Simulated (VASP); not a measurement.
# WSe2 in VASP: further runs, part 2 of 2

VASP 6.6.1. Earlier steps stand in the parts before.

## (3) Single point, PBE+D3(BJ)

File INCAR:

```
PREC     = Accurate       # precision mode
ENCUT    = 520            # plane-wave cutoff, eV
EDIFF    = 1E-6           # SCF threshold, eV
ISMEAR   = 0              # smearing method
SIGMA    = 0.02           # smearing width, eV
LREAL    = False          # projectors in reciprocal space
LASPH    = True           # aspherical terms in the spheres
NELM     = 100            # most SCF steps
ALGO     = Normal         # electronic algorithm
ISIF     = 2              # what is computed and relaxed
LWAVE    = False          # write WAVECAR
LCHARG   = True           # write CHGCAR
LDIPOL   = True         
IDIPOL   = 3            
DIPOL    = 0.5 0.5 0.500
GGA      = PE             # functional
IVDW     = 12             # dispersion correction
LELF     = True           # ELF
LVHAR    = True         
LVACPOTAV= True         
NBANDS   = 20             # bands
```

File KPOINTS:

```
Automatic mesh
0
Gamma
  9 9 1
```

File POSCAR:

```
WSe2
1.0
    3.4170000000      0.0000000000      0.0000000000
   -1.7085000000      2.9592088047      0.0000000000
    0.0000000000      0.0000000000     32.7373831004
Se W
2 1
Direct
    0.3333333333      0.6666666667      0.4467581146
    0.3333333333      0.6666666667      0.5532418854
    0.6666666667      0.3333333333      0.5000000000
```

Potentials or basis: VASP PAW PBE potentials, release 64 (Se, W_sv).

The run is started by

```
> cat potpaw_PBE.64/Se/POTCAR potpaw_PBE.64/W_sv/POTCAR > POTCAR
> mpirun -np 1 vasp_std > vasp.out
```

OUTCAR:

```text
PREC = Accurate
   ENCUT = 520
   EDIFF = 1E-6
   ISMEAR = 0
   LREAL = False
   LASPH = True
   NELM = 100
   ISIF = 2
   GGA = PE
   IVDW = 12
 IVDW          = 12

 ion  position               nearest neighbor table
   1  0.333  0.667  0.447-   3 2.63   3 2.63   3 2.63
   2  0.333  0.667  0.553-   3 2.63   3 2.63   3 2.63
   3  0.667  0.333  0.500-   1 2.63   2 2.63   1 2.63   2 2.63   1 2.63   2 2.63

  LATTYP: Found a hexagonal cell.
 ALAT       =     3.4170000000
 C/A-ratio  =     9.5807383964

  Lattice vectors:

 A1 = (   3.4170000000,   0.0000000000,   0.0000000000)
 A2 = (  -1.7085000000,   2.9592088047,   0.0000000000)
 A3 = (   0.0000000000,   0.0000000000,  32.7373831004)

Analysis of symmetry for initial positions (statically):
=====================================================================
 Subroutine PRICEL returns:
 Original cell was already a primitive cell.

 Routine SETGRP: Setting up the symmetry group for a
 hexagonal supercell.

 Subroutine GETGRP returns: Found 12 space group operations
 (whereof 12 operations were pure point group operations)
 out of a pool of 24 trial point group operations.

The static configuration has the point symmetry D_3h.

Analysis of symmetry for dynamics (positions and initial velocities):
=====================================================================
 Subroutine PRICEL returns:
 Original cell was already a primitive cell.

 Routine SETGRP: Setting up the symmetry group for a
 hexagonal supercell.

 Subroutine GETGRP returns: Found 12 space group operations
 (whereof 12 operations were pure point group operations)
 out of a pool of 24 trial point group operations.

The dynamic configuration has the point symmetry D_3h.

 Subroutine INISYM returns: Found 12 space group operations
 (whereof 12 operations are pure point group operations),
 and found     1 'primitive' translations

----------------------------------------------------------------------------------------
[... 107 lines left out ...]
   GGA     = PE    functional components
   LHFCALC =     F    Hartree Fock is set to
   AEXX    =    0.0000 exact exchange contribution
   IVDW    =    12    specifies the selected vdW correction
   LEPSILON=     F    determine dielectric tensor
   LRPA    =     F    only Hartree local field effects (RPA)
 non-spin polarized calculation
 Gauss-broadening in eV      SIGMA  =   0.02
  energy-cutoff  :      520.00
  volume of cell :      331.03
 maximum number of plane-waves:      8963
 NGX is ok and might be reduce to    28
   NGX = 13   NGY = 13   NGZ =121

 dipolmoment           0.000000      0.000000      0.000000 electrons x Angstroem

 number of electron      26.0000000 magnetization

 dipolmoment           0.000000      0.000000     -0.000000 electrons x Angstroem

 Free energy of the ion-electron system (eV)
  ---------------------------------------------------
  ext. energy  EPLUGINS =         0.00000000
  ---------------------------------------------------
  free energy    TOTEN  =       -21.41542856 eV

  energy without entropy =      -21.41542856  energy(sigma->0) =      -21.41542856

 E-fermi :  -2.8657     XC(G=0):  -2.4248

 val. band max:       -3.0363759177   @ k =   0.3333   0.3333   0.0000
 cond. band min:      -1.6497596973   @ k =   0.3333   0.3333   0.0000
 fundamental gap:      1.3866162204
 Fermi energy:        -2.8656663337

 k-point     1 :       0.0000    0.0000    0.0000
  band No.  band energies     occupation
      1     -77.3552      2.00000
      2     -41.4916      2.00000
      3     -41.4377      2.00000
      4     -41.4377      2.00000
      5     -17.2066      2.00000
      6     -16.2330      2.00000
[... 265 lines left out ...]
     19       3.0168      0.00000
     20       5.3573      0.00000

------------------------ aborting loop because EDIFF is reached ----------------------------------------

 vacuum level on the upper side and lower side of the slab       (xc-potential included)        -0.116        -0.116

 Edisp (eV)   -0.92052

 E8    (eV) :    -0.4372

  FORCE on cell =-STRESS in cart. coord.  units (eV):
  Direction    XX          YY          ZZ          XY          YZ          ZX
  --------------------------------------------------------------------------------------
  -------------------------------------------------------------------------------------
  Total      -4.85501    -4.85501    -5.30556     0.00000     0.00000     0.00000
  in kB     -23.49827   -23.49827   -25.67895     0.00000     0.00000     0.00000
  external pressure =      -24.23 kB  Pullay stress =        0.00 kB

 VOLUME and BASIS-vectors are now :
 -----------------------------------------------------------------------------
  energy-cutoff  :      520.00
  volume of cell :      331.03
      direct lattice vectors                 reciprocal lattice vectors
     3.417000000  0.000000000  0.000000000     0.292654375  0.168964082  0.000000000
    -1.708500000  2.959208805  0.000000000     0.000000000  0.337928165  0.000000000
     0.000000000  0.000000000 32.737383100     0.000000000  0.000000000  0.030546119

 POSITION                                       TOTAL-FORCE (eV/Angst)
 -----------------------------------------------------------------------------------
     -0.00000      1.97281     14.62569        -0.000000     -0.000000      1.518735
     -0.00000      1.97281     18.11169        -0.000000      0.000000     -1.518735
      1.70850      0.98640     16.36869         0.000000     -0.000000      0.000000
 -----------------------------------------------------------------------------------
    total drift:                               -0.000000      0.000000     -0.000000

  FREE ENERGIE OF THE ION-ELECTRON SYSTEM (eV)
  ---------------------------------------------------
  free  energy   TOTEN  =       -22.3359448082 eV

  energy  without entropy=      -22.3359448082  energy(sigma->0) =      -22.33594481

 vacuum level on the upper side and lower side of the slab         2.038         2.038
```

OSZICAR:

```text
N       E                     dE             d eps       ncg     rms          rms(c)
DAV:   1     0.155628636354E+03    0.15563E+03   -0.12270E+04   608   0.945E+02
DAV:   2    -0.560923458067E+01   -0.16124E+03   -0.15636E+03   664   0.191E+02
DAV:   3    -0.223604229382E+02   -0.16751E+02   -0.16671E+02   660   0.612E+01
[... 13 lines left out ...]
DAV:  17    -0.214153974148E+02   -0.48152E-04   -0.78781E-07   508   0.336E-03    0.228E-03
DAV:  18    -0.214154156100E+02   -0.18195E-04   -0.59887E-07   496   0.207E-03    0.616E-04
DAV:  19    -0.214154248862E+02   -0.92762E-05   -0.27379E-07   460   0.166E-03    0.564E-04
DAV:  20    -0.214154277505E+02   -0.28643E-05   -0.79690E-08   400   0.722E-04    0.212E-04
DAV:  21    -0.214154285626E+02   -0.81215E-06   -0.14274E-08   384   0.333E-04
   1 F= -.22335945E+02 E0= -.22335945E+02  d E =-.637873E-35
```

It took 80 s on 1 thread of Intel Xeon 6975P-C (Granite Rapids), shared host; peak memory 0.49 GiB.

Results:

```yaml
Free_energy: -22.3359 eV
Largest_force: 1.519 eV/Å
Band_gap_on_the_k_mesh: 1.39 eV
Dispersion_energy_per_atom: -0.307 eV
Ionisation_potential_of_the_upper_face: 5.07 eV
```

Forces on the atoms (eV/Å):
```
Se   0.000  0.000  1.519
Se   0.000  0.000 -1.519
W    0.000  0.000  0.000
```

Caveat: spin-orbit coupling is left out, which moves the levels of the heavy elements.
